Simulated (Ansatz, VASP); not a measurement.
**One calculation of ZnS, two programs**

```xyz
2
Lattice="0.0000 2.6783 2.6783 2.6783 0.0000 2.6783 2.6783 2.6783 0.0000" Properties=species:S:1:pos:R:3 pbc="T T T"
Zn    0.0000    0.0000    0.0000
S     1.3392    1.3392    1.3392
```

Alike in both runs: functional PBEsol; k mesh 8 × 8 × 8; occupations gaussian, width 0.02 eV; no spin polarisation.

Ansatz relaxed the structure, and its values are those at the end. VASP's run is a single point on that final structure, the one shown.

```csv
,VASP,Ansatz
version,VASP 6.6.1,Ansatz 0.2.0
potentials or method,"VASP PAW PBE potentials, release 64 (Zn, S), cutoff 500 eV","scalar-relativistic, plane waves, PAW"
valence electrons in the cell,18,18
```

|  | VASP | Ansatz | Ansatz less VASP |
| --- | --- | --- | --- |
| gap on the k mesh at the Fermi level (eV) | 2.09 | 2.08 | -0.010 |
| least direct gap on the mesh (eV) | 2.09 | 2.08 | -0.010 |
| pressure (GPa) | 0.2 | 0.0 | -0.19 |

VASP's potentials were made for PBE, not for PBEsol, and Ansatz warns of the same on its side.
